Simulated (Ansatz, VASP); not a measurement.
# HfIr3 in VASP and in Ansatz

The input INCAR:

```
PREC = Accurate ; ENCUT = 520
EDIFF = 1E-7 ; ISMEAR = -1
SIGMA = 0.15 ; LREAL = False
LASPH = True ; NELM = 80
ALGO = Fast ; ISIF = 2
LWAVE = False ; LCHARG = False
NBANDS = 26
```

File KPOINTS:

```
Automatic mesh
0
Gamma
  12 12 12
```

POSCAR

```
HfIr3
1.0
    3.8746924035      0.0000000000      0.0000000000
    0.0000000000      3.8746924035      0.0000000000
    0.0000000000      0.0000000000      3.8746924035
Hf Ir
1 3
Direct
    0.0000000000      0.0000000000      0.0000000000
    0.0000000000      0.5000000000      0.5000000000
    0.5000000000      0.0000000000      0.5000000000
    0.5000000000      0.5000000000      0.0000000000
```

Input for Ansatz:

```yaml
crystal:
  lattice:
    - [3.8746924035, 0.0, 0.0]
    - [0.0, 3.8746924035, 0.0]
    - [0.0, 0.0, 3.8746924035]
  atoms:
    - { symbol: Hf, position: [0.0, 0.0, 0.0] }
    - { symbol: Ir, position: [0.0, 0.5, 0.5] }
    - { symbol: Ir, position: [0.5, 0.0, 0.5] }
    - { symbol: Ir, position: [0.5, 0.5, 0.0] }
basis:
  ecutwfc: 420
kpoints:
  mp_grid: { grid: [12, 12, 12] }
hamiltonian:
  xc: lda
scf:
  occupations: { method: fermi_dirac, width: 0.15 }
output:
  forces: true
  stress: true
  eigenvalues: true
```

Alike in both runs: task single point; functional LDA; k mesh 12 × 12 × 12; occupations fermi-dirac, width 0.15 eV; no spin polarisation.

|  | VASP | Ansatz |
| --- | --- | --- |
| version | VASP 6.6.1 | Ansatz 0.2.0 |
| potentials or method | VASP PAW LDA potentials, release 64 (Hf_pv, Ir), cutoff 520 eV | scalar-relativistic, plane waves, PAW |
| valence electrons in the cell | 37 | 77 |

|  | VASP | Ansatz | Ansatz less VASP |
| --- | --- | --- | --- |
| gap on the k mesh at the Fermi level (eV) | none | none | - |
| pressure (GPa) | 7.6 | 6.8 | -0.79 |

LDA's correlation is that of Perdew and Zunger in VASP and of Perdew and Wang (1992) in Ansatz. A gap of «none» marks a metal or a gap that the smearing closes. VASP's potentials hold 37 valence electrons a cell and Ansatz's 77, so a difference there can come from the potentials and not from the codes.

Spin-orbit coupling is off throughout.
